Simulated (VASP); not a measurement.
Set up this calculation in VASP 6.6.1, as the native input.

```
Task                   : single point
Functional             : PBE
Potentials or basis    : VASP PAW PBE potentials, release 64 (Ti_sv, O)
Cutoff                 : 520 eV
k mesh                 : 7 × 7 × 10
Occupations            : fermi-dirac, width 0.05 eV
Spin                   : no spin polarisation
Dipole correction      : no
Further INCAR settings : ALGO = Normal; EDIFF = 1e-07; NBANDS = 33
```

The structure of TiO2 lies in POSCAR:

```
TiO2
1.0
    4.5940000000      0.0000000000      0.0000000000
    0.0000000000      4.5940000000      0.0000000000
    0.0000000000      0.0000000000      2.8702300000
Ti O
2 4
Direct
    0.0000000000      0.0000000000      0.0000000000
    0.5000000000      0.5000000000      0.5000000000
    0.3060000000      0.3060000000      0.0000000000
    0.1940000000      0.8060000000      0.5000000000
    0.6940000000      0.6940000000      0.0000000000
    0.8060000000      0.1940000000      0.5000000000
```

This cell differs from its parent crystal: zz strain of -3 %.

One way to write it, as run:

INCAR

```
SYSTEM = TiO2
ALGO = Normal ; EDIFF = 1E-7
ENCUT = 520 ; GGA = PE
ISIF = 2 ; ISMEAR = -1
LASPH = .TRUE. ; LCHARG = .FALSE.
LREAL = .FALSE. ; LWAVE = .FALSE.
NBANDS = 33 ; NELM = 80
PREC = Accurate ; SIGMA = 0.05
```

KPOINTS

```
k-points
0
G
  7 7 10
  0 0 0
```

Potentials or basis: VASP PAW PBE potentials, release 64 (Ti_sv, O).

Launch:

```sh
$ cat potpaw_PBE.64/Ti_sv/POTCAR potpaw_PBE.64/O/POTCAR > POTCAR
$ mpirun -np 1 vasp_std > vasp.out
```

Results of the run:

```yaml
Pressure: 16.0 GPa
Largest_force: 0.527 eV/Å
Band_gap_on_the_k_mesh: 2.05 eV
```

Caveat: the cell differs from its parent crystal (zz strain of -3 %); the cell stands under pressure; an odd mesh through Γ misses points on the zone boundary, where band edges can lie.

It took 48 s on 1 thread of Intel(R) Xeon(R) 6975P-C (Granite Rapids) (shared host), peak memory 0.23 GiB.
